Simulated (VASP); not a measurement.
# W (Fm-3m) in VASP: a series of runs

Runs on W. Level: PBE. Tasks: single point, relaxation of cell and atoms.

Program: VASP 6.6.1. These are calculated values, not measurements. Logs are shortened: lines on timing, memory, paths and dates and some standing lists are left out, and cuts for length are marked.

### 1 The cell of the first run

The structure is cubic, space group Fm-3m (No. 225). Conventional cell: a = 4.116 Å, b = 4.116 Å, c = 4.116 Å, α = 90.00°, β = 90.00°, γ = 90.00°. W (site symmetry m-3m) has 12 W at 2.91 Å within 3.8 Å.

### 2 Single point, PBE (volume scaled by 1.06)

The input, INCAR:

```
ALGO = Normal
EDIFF = 1E-7
ENCUT = 520
GGA = PE
ISIF = 2
ISMEAR = 0
LASPH = True
LCHARG = True
LELF = True
LREAL = False
LVHAR = True
LWAVE = False
NBANDS = 13
NELM = 100
PREC = Accurate
SIGMA = 0.1
```

The input, KPOINTS:

```
k-points
0
Gamma
  18 18 18
```

The input, POSCAR:

```
W
1.0
    0.0000000000      2.0580916582      2.0580916582
    2.0580916582      0.0000000000      2.0580916582
    2.0580916582      2.0580916582      0.0000000000
W
1
Direct
    0.0000000000      0.0000000000      0.0000000000
```

Potentials or basis: VASP PAW PBE potentials, release 64 (W_sv).

Command:

```console
cat potpaw_PBE.64/W_sv/POTCAR > POTCAR
mpirun -np 1 vasp_std > vasp.out
```

OUTCAR:

```text
EDIFF = 1E-7
   ENCUT = 520
   GGA = PE
   ISIF = 2
   ISMEAR = 0
   LASPH = True
   LREAL = False
   NELM = 100
   PREC = Accurate

 ion  position               nearest neighbor table
   1  0.000  0.000  0.000-

  LATTYP: Found a face centered cubic cell.
 ALAT       =     4.1161833164

  Lattice vectors:

 A1 = (   0.0000000000,   2.0580916582,   2.0580916582)
 A2 = (   2.0580916582,   0.0000000000,   2.0580916582)
 A3 = (   2.0580916582,   2.0580916582,   0.0000000000)

Analysis of symmetry for initial positions (statically):
=====================================================================
 Subroutine PRICEL returns:
 Original cell was already a primitive cell.

 Routine SETGRP: Setting up the symmetry group for a
 face centered cubic supercell.

 Subroutine GETGRP returns: Found 48 space group operations
[... 9 lines left out ...]

 Routine SETGRP: Setting up the symmetry group for a
 face centered cubic supercell.

 Subroutine GETGRP returns: Found 48 space group operations
 (whereof 48 operations were pure point group operations)
 out of a pool of 48 trial point group operations.

The dynamic configuration has the point symmetry O_h .

 Subroutine INISYM returns: Found 48 space group operations
 (whereof 48 operations are pure point group operations),
 and found     1 'primitive' translations

----------------------------------------------------------------------------------------

                                     Primitive cell

  volume of cell :      17.4351

  direct lattice vectors                    reciprocal lattice vectors
     0.000000000  2.058091658  2.058091658    -0.242943504  0.242943504  0.242943504
     2.058091658  0.000000000  2.058091658     0.242943504 -0.242943504  0.242943504
     2.058091658  2.058091658  0.000000000     0.242943504  0.242943504 -0.242943504

  length of vectors
     2.910581136  2.910581136  2.910581136     0.420790493  0.420790493  0.420790493

  position of ions in fractional coordinates (direct lattice)
     0.000000000  0.000000000  0.000000000

  ion indices of the primitive-cell ions
   primitive index   ion index
                 1           1

----------------------------------------------------------------------------------------

 KPOINTS: k-points

Automatic generation of k-mesh.
 Grid dimensions read from file:
 generate k-points for:   18   18   18

 Generating k-lattice:

  Cartesian coordinates                     Fractional coordinates (reciprocal lattice)
[... 62 lines left out ...]
   EDIFFG = 0.1E-05   stopping-criterion for IOM
   NSW    =      0    number of steps for IOM
   IBRION =     -1    ionic relax: 0-MD 1-quasi-New 2-CG
   NFREE  =      0    steps in history (QN), initial steepest desc. (CG)
   ISIF   =      2    stress and relaxation
   ISYM   =      2    0-nonsym 1-usesym 2-fastsym
   POTIM  = 0.5000    time-step for ionic-motion
   TEBEG  =    0.0;   TEEND  =   0.0 temperature during run
   PSTRESS=    0.0 pullay stress
   NELECT =      14.0000    total number of electrons
   NUPDOWN=      -1.0000    fix difference up-down
   EMIN   =  10.00;   EMAX   =-10.00  energy-range for DOS
   EFERMI =   0.00;   METHOD = LEGACY
   ISMEAR =     0;   SIGMA  =   0.10  broadening in eV -4-tet -1-fermi 0-gaus
   EFERMI_NEDOS =   21; number of points for ismear=-14 and -15
   IALGO  =     38    algorithm
   IMIX   =      4    mixing-type and parameters
     AMIX     =   0.40;   BMIX     =  1.00
     AMIX_MAG =   1.60;   BMIX_MAG =  1.00
  volume/ion in A,a.u.               =      17.44       117.66
  Fermi-wavevector in a.u.,A,eV,Ry     =   1.521631  2.875466 31.502415  2.315362
  Thomas-Fermi vector in A             =   2.630320
   LORBIT       =      0    0 simple, 1 ext, 2 COOP (PROOUT), +10 PAW based schemes
   GGA     = PE    functional components
   LHFCALC =     F    Hartree Fock is set to
   AEXX    =    0.0000 exact exchange contribution
   IVDW    =     0    specifies the selected vdW correction
   LEPSILON=     F    determine dielectric tensor
   LRPA    =     F    only Hartree local field effects (RPA)
 non-spin polarized calculation
 Gauss-broadening in eV      SIGMA  =   0.10
  energy-cutoff  :      520.00
  volume of cell :       17.44
 maximum number of plane-waves:       489
 NGX is ok and might be reduce to    24
   NGX = 11   NGY = 11   NGZ = 11

 number of electron      13.9999998 magnetization

 Free energy of the ion-electron system (eV)
  ---------------------------------------------------
  ext. energy  EPLUGINS =         0.00000000
  ---------------------------------------------------
  free energy    TOTEN  =       -12.43050332 eV

  energy without entropy =      -12.42381311  energy(sigma->0) =      -12.42715822

 E-fermi :   9.6835     XC(G=0): -13.1012

 val. band max:        9.6810713499   @ k =   0.2778   0.0556   0.0000
 cond. band min:       9.6964409667   @ k =  -0.1667   0.0556   0.0000
 fundamental gap:      0.0153696168
 Fermi energy:         9.6835169079

 k-point     1 :       0.0000    0.0000    0.0000
  band No.  band energies     occupation
      1     -64.1174      2.00000
      2     -27.8167      2.00000
      3     -27.8167      2.00000
      4     -27.8167      2.00000
      5       1.0047      2.00000
      6       9.1878      2.00000
      7       9.1878      2.00000
      8       9.1878      2.00000
      9      12.0512      0.00000
     10      12.0512      0.00000
     11      22.3817      0.00000
     12      27.3056      0.00000
     13      27.3056      0.00000
[... 354 lines left out ...]
  band No.  band energies     occupation
      1     -64.0781      2.00000
      2     -28.2716      2.00000
      3     -27.9080      2.00000
      4     -27.8670      2.00000
      5       3.1028      2.00000
      6       8.1513      2.00000
      7       9.5701      1.89132
      8       9.7108      0.69993
      9      11.6278      0.00000
     10      12.5607      0.00000
     11      22.8332      0.00000
     12      25.8849      0.00000
     13      30.0166      0.00000

 [... further k-points ...]
[... 5 lines left out ...]
  --------------------------------------------------------------------------------------
  -------------------------------------------------------------------------------------
  Total       -1.5707281     -1.5707281     -1.5707281      0.0000000     -0.0000000     -0.0000000
  in kB     -144.3402537   -144.3402537   -144.3402537      0.0000000     -0.0000000     -0.0000000
  external PRESSURE =    -144.3402537 kB  Pullay stress =       0.0000000 kB

 VOLUME and BASIS-vectors are now :
 -----------------------------------------------------------------------------
  energy-cutoff  :      520.00
  volume of cell :       17.44
      direct lattice vectors                 reciprocal lattice vectors
     0.000000000  2.058091658  2.058091658    -0.242943504  0.242943504  0.242943504
     2.058091658  0.000000000  2.058091658     0.242943504 -0.242943504  0.242943504
     2.058091658  2.058091658  0.000000000     0.242943504  0.242943504 -0.242943504

 POSITION                                       TOTAL-FORCE (eV/Angst)
 -----------------------------------------------------------------------------------
      0.00000      0.00000      0.00000        -0.000000      0.000000      0.000000
 -----------------------------------------------------------------------------------
    total drift:                                0.000000      0.000000     -0.000000

  FREE ENERGIE OF THE ION-ELECTRON SYSTEM (eV)
  ---------------------------------------------------
  free  energy   TOTEN  =       -12.4305033195 eV

  energy  without entropy=      -12.4238131133  energy(sigma->0) =      -12.42715822
```

Run time: 17 s. Hardware: 1 thread of Intel Xeon 6975P-C (Granite Rapids), shared host; peak memory 0.17 GiB.

Results:

```yaml
Free_energy: -12.4305 eV
Pressure: -14.4 GPa
Band_gap_on_the_k_mesh: zero (band 7 reaches 12.41 eV, above the bottom of band 8 at 9.18 eV)
```

Levels at points of the mesh, in eV from the Fermi level:
```
           k point  band 4  band 5  band 6  band 7  band 8  band 9  band 10  band 11
(0.00, 0.00, 0.00)  -37.50   -8.68   -0.50   -0.50   -0.50    2.37     2.37    12.70
(0.50, 0.00, 0.00)  -37.63   -5.29   -0.69   -0.69    0.47    4.63     4.63     9.41
(0.50, 0.50, 0.00)  -37.84   -5.08   -4.16    2.73    4.59    5.29     5.29    11.23
```

Caveat: spin-orbit coupling is left out, which moves the levels of the heavy elements.

### 3 Single point, PBE (volume scaled by 1.10)

The input, INCAR:

```
ALGO = Normal ; EDIFF = 1E-7
ENCUT = 520 ; GGA = PE
ISIF = 2 ; ISMEAR = 0
LASPH = True ; LCHARG = False
LREAL = False ; LWAVE = False
NBANDS = 13 ; NELM = 80
PREC = Accurate ; SIGMA = 0.1
```

KPOINTS is that of step 2.

The input, POSCAR:

```
W
1.0
    0.0000000000      2.0836606287      2.0836606287
    2.0836606287      0.0000000000      2.0836606287
    2.0836606287      2.0836606287      0.0000000000
W
1
Direct
    0.0000000000      0.0000000000      0.0000000000
```

Potentials or basis: VASP PAW PBE potentials, release 64 (W_sv).

Command:

```console
cat potpaw_PBE.64/W_sv/POTCAR > POTCAR
mpirun -np 1 vasp_std > vasp.out
```

OUTCAR:

```text
EDIFF = 1E-7
   ENCUT = 520
   GGA = PE
   ISIF = 2
   ISMEAR = 0
   LASPH = True
   LREAL = False
   NELM = 80
   PREC = Accurate

 ion  position               nearest neighbor table
   1  0.000  0.000  0.000-

  LATTYP: Found a face centered cubic cell.
 ALAT       =     4.1673212574

  Lattice vectors:

 A1 = (   0.0000000000,   2.0836606287,   2.0836606287)
 A2 = (   2.0836606287,   0.0000000000,   2.0836606287)
 A3 = (   2.0836606287,   2.0836606287,   0.0000000000)

Analysis of symmetry for initial positions (statically):
=====================================================================
 Subroutine PRICEL returns:
 Original cell was already a primitive cell.

 Routine SETGRP: Setting up the symmetry group for a
 face centered cubic supercell.

 Subroutine GETGRP returns: Found 48 space group operations
[... 9 lines left out ...]

 Routine SETGRP: Setting up the symmetry group for a
 face centered cubic supercell.

 Subroutine GETGRP returns: Found 48 space group operations
 (whereof 48 operations were pure point group operations)
 out of a pool of 48 trial point group operations.

The dynamic configuration has the point symmetry O_h .

 Subroutine INISYM returns: Found 48 space group operations
 (whereof 48 operations are pure point group operations),
 and found     1 'primitive' translations

----------------------------------------------------------------------------------------

                                     Primitive cell

  volume of cell :      18.0930

  direct lattice vectors                    reciprocal lattice vectors
     0.000000000  2.083660629  2.083660629    -0.239962301  0.239962301  0.239962301
     2.083660629  0.000000000  2.083660629     0.239962301 -0.239962301  0.239962301
     2.083660629  2.083660629  0.000000000     0.239962301  0.239962301 -0.239962301

  length of vectors
     2.946741120  2.946741120  2.946741120     0.415626898  0.415626898  0.415626898

  position of ions in fractional coordinates (direct lattice)
     0.000000000  0.000000000  0.000000000

  ion indices of the primitive-cell ions
   primitive index   ion index
                 1           1

----------------------------------------------------------------------------------------

 KPOINTS: k-points

Automatic generation of k-mesh.
 Grid dimensions read from file:
 generate k-points for:   18   18   18

 Generating k-lattice:

  Cartesian coordinates                     Fractional coordinates (reciprocal lattice)
    -0.013331239  0.013331239  0.013331239     0.055555556  0.000000000  0.000000000
     0.013331239 -0.013331239  0.013331239     0.000000000  0.055555556  0.000000000
     0.013331239  0.013331239 -0.013331239     0.000000000  0.000000000  0.055555556

  Length of vectors
     0.023090383  0.023090383  0.023090383

  Shift w.r.t. Gamma in fractional coordinates (k-lattice)
     0.000000000  0.000000000  0.000000000

 Subroutine IBZKPT returns following result:
 ===========================================

 Found    195 irreducible k-points:

 Following reciprocal coordinates:
            Coordinates               Weight
  0.000000  0.000000  0.000000      1.000000
  0.055556  0.000000  0.000000      8.000000
  0.111111  0.000000  0.000000      8.000000
  0.166667  0.000000  0.000000      8.000000
  0.222222  0.000000  0.000000      8.000000
  0.277778  0.000000  0.000000      8.000000
[... 16 lines left out ...]
 -0.277778  0.055556  0.000000     24.000000
 -0.222222  0.055556  0.000000     24.000000
 [... further k-points ...]
   k-points           NKPTS =    195   k-points in BZ     NKDIM =    195   number of bands    NBANDS=     13
   number of dos      NEDOS =    301   number of ions     NIONS =      1
   total plane-waves  NPLWV =  13824
   dimension x,y,z NGX =    24 NGY =   24 NGZ =   24
   dimension x,y,z NGXF=    48 NGYF=   48 NGZF=   48
   ions per type =               1
   NGX,Y,Z   is equivalent  to a cutoff of  13.54, 13.54, 13.54 a.u.
   NGXF,Y,Z  is equivalent  to a cutoff of  27.08, 27.08, 27.08 a.u.
 SYSTEM =  unknown system
   PREC   = accura    normal or accurate (medium, high low for compatibility)
   ISTART =      0    job   : 0-new  1-cont  2-samecut
   ICHARG =      2    charge: 1-file 2-atom 10-const
   ISPIN  =      1    spin polarized calculation?
   LNONCOLLINEAR =      F non collinear calculations
   LSORBIT =      F    spin-orbit coupling
   LASPH  =      T    aspherical Exc in radial PAW
   ENCUT  =  520.0 eV  38.22 Ry    6.18 a.u.   5.48  5.48  5.48*2*pi/ulx,y,z
   NELM   =     80;   NELMIN=  2; NELMDL= -5     # of ELM steps
   EDIFF  = 0.1E-06   stopping-criterion for ELM
   LREAL  =      F    real-space projection
   EDIFFG = 0.1E-05   stopping-criterion for IOM
   NSW    =      0    number of steps for IOM
   IBRION =     -1    ionic relax: 0-MD 1-quasi-New 2-CG
   NFREE  =      0    steps in history (QN), initial steepest desc. (CG)
   ISIF   =      2    stress and relaxation
   ISYM   =      2    0-nonsym 1-usesym 2-fastsym
   POTIM  = 0.5000    time-step for ionic-motion
   TEBEG  =    0.0;   TEEND  =   0.0 temperature during run
   PSTRESS=    0.0 pullay stress
   NELECT =      14.0000    total number of electrons
   NUPDOWN=      -1.0000    fix difference up-down
   EMIN   =  10.00;   EMAX   =-10.00  energy-range for DOS
   EFERMI =   0.00;   METHOD = LEGACY
   ISMEAR =     0;   SIGMA  =   0.10  broadening in eV -4-tet -1-fermi 0-gaus
   EFERMI_NEDOS =   21; number of points for ismear=-14 and -15
   IALGO  =     38    algorithm
   IMIX   =      4    mixing-type and parameters
     AMIX     =   0.40;   BMIX     =  1.00
     AMIX_MAG =   1.60;   BMIX_MAG =  1.00
  volume/ion in A,a.u.               =      18.09       122.10
  Fermi-wavevector in a.u.,A,eV,Ry     =   1.502959  2.840181 30.734015  2.258886
  Thomas-Fermi vector in A             =   2.614132
   LORBIT       =      0    0 simple, 1 ext, 2 COOP (PROOUT), +10 PAW based schemes
   GGA     = PE    functional components
   LHFCALC =     F    Hartree Fock is set to
   AEXX    =    0.0000 exact exchange contribution
   IVDW    =     0    specifies the selected vdW correction
   LEPSILON=     F    determine dielectric tensor
   LRPA    =     F    only Hartree local field effects (RPA)
 non-spin polarized calculation
 Gauss-broadening in eV      SIGMA  =   0.10
  energy-cutoff  :      520.00
  volume of cell :       18.09
 maximum number of plane-waves:       531
 NGX is ok and might be reduce to    24
   NGX = 11   NGY = 11   NGZ = 11

 number of electron      14.0000000 magnetization

 Free energy of the ion-electron system (eV)
  ---------------------------------------------------
  ext. energy  EPLUGINS =         0.00000000
  ---------------------------------------------------
  free energy    TOTEN  =       -12.35521207 eV

  energy without entropy =      -12.34801943  energy(sigma->0) =      -12.35161575

 E-fermi :   9.2153     XC(G=0): -12.8993

 val. band max:        9.2110800569   @ k =   0.2222   0.1111   0.0556
 cond. band min:       9.2180472654   @ k =   0.2778   0.0556   0.0000
 fundamental gap:      0.0069672085
 Fermi energy:         9.2152586985

 k-point     1 :       0.0000    0.0000    0.0000
  band No.  band energies     occupation
      1     -64.6698      2.00000
      2     -28.4038      2.00000
      3     -28.4038      2.00000
      4     -28.4038      2.00000
      5       0.7245      2.00000
      6       8.7467      2.00000
      7       8.7467      2.00000
      8       8.7467      2.00000
      9      11.4590      0.00000
     10      11.4590      0.00000
     11      21.8481      0.00000
     12      26.5957      0.00000
     13      26.5957      0.00000

 k-point     2 :       0.0556    0.0000    0.0000
  band No.  band energies     occupation
      1     -64.6678      2.00000
      2     -28.4298      2.00000
      3     -28.4072      2.00000
      4     -28.4072      2.00000
      5       0.8457      2.00000
      6       8.6549      2.00000
      7       8.8032      2.00000
      8       8.8032      2.00000
      9      11.4107      0.00000
     10      11.4107      0.00000
     11      22.0890      0.00000
[... 339 lines left out ...]
 k-point    24 :      -0.2222    0.0556    0.0000
  band No.  band energies     occupation
      1     -64.6367      2.00000
      2     -28.8023      2.00000
      3     -28.4843      2.00000
      4     -28.4484      2.00000
      5       2.7549      2.00000
      6       7.7493      2.00000
      7       9.1129      1.85214
      8       9.2481      0.64190
      9      11.0699      0.00000
     10      11.9483      0.00000
     11      22.1739      0.00000
     12      25.0438      0.00000
     13      29.0969      0.00000

 [... further k-points ...]
[... 5 lines left out ...]
  --------------------------------------------------------------------------------------
  -------------------------------------------------------------------------------------
  Total       -2.4963018     -2.4963018     -2.4963018      0.0000000      0.0000000      0.0000000
  in kB     -221.0531564   -221.0531564   -221.0531564      0.0000000      0.0000000      0.0000000
  external PRESSURE =    -221.0531564 kB  Pullay stress =       0.0000000 kB

 VOLUME and BASIS-vectors are now :
 -----------------------------------------------------------------------------
  energy-cutoff  :      520.00
  volume of cell :       18.09
      direct lattice vectors                 reciprocal lattice vectors
     0.000000000  2.083660629  2.083660629    -0.239962301  0.239962301  0.239962301
     2.083660629  0.000000000  2.083660629     0.239962301 -0.239962301  0.239962301
     2.083660629  2.083660629  0.000000000     0.239962301  0.239962301 -0.239962301

 POSITION                                       TOTAL-FORCE (eV/Angst)
 -----------------------------------------------------------------------------------
      0.00000      0.00000      0.00000         0.000000      0.000000      0.000000
 -----------------------------------------------------------------------------------
    total drift:                               -0.000000      0.000000      0.000000

  FREE ENERGIE OF THE ION-ELECTRON SYSTEM (eV)
  ---------------------------------------------------
  free  energy   TOTEN  =       -12.3552120692 eV

  energy  without entropy=      -12.3480194349  energy(sigma->0) =      -12.35161575
```

stdout:

```text
POSCAR found type information on POSCAR W
 POSCAR found :  1 types and       1 ions
 scaLAPACK will be used
 LDA part: xc-table for (Slater+PW92), standard interpolation
 POSCAR, INCAR and KPOINTS ok, starting setup
 FFT: planning ... GRIDC
 FFT: planning ... GRID_SOFT
 FFT: planning ... GRID
 WAVECAR not read
 entering main loop
```

It took 15 s on 1 thread of Intel Xeon 6975P-C (Granite Rapids), shared host; peak memory 0.17 GiB.

What came out:

* Free energy: -12.3552 eV
* Pressure: -22.1 GPa
* Band gap on the k mesh: zero (band 7 reaches 11.77 eV, above the bottom of band 8 at 8.73 eV)

Levels at points of the mesh, in eV from the Fermi level:
| k point | band 3 | band 4 | band 5 | band 6 | band 7 | band 8 | band 9 | band 10 | band 11 | band 12 |
| --- | --- | --- | --- | --- | --- | --- | --- | --- | --- | --- |
| (0.00, 0.00, 0.00) | -37.62 | -37.62 | -8.49 | -0.47 | -0.47 | -0.47 | 2.24 | 2.24 | 12.63 | 17.38 |
| (0.50, 0.00, 0.00) | -37.73 | -37.73 | -5.11 | -0.65 | -0.65 | 0.38 | 4.38 | 4.38 | 8.89 | 12.24 |
| (0.50, 0.50, 0.00) | -37.92 | -37.92 | -4.85 | -3.96 | 2.56 | 4.34 | 5.00 | 5.00 | 10.93 | 10.93 |

Caveat: spin-orbit coupling is left out, which moves the levels of the heavy elements.

(Part 1 of 2 ends here.)
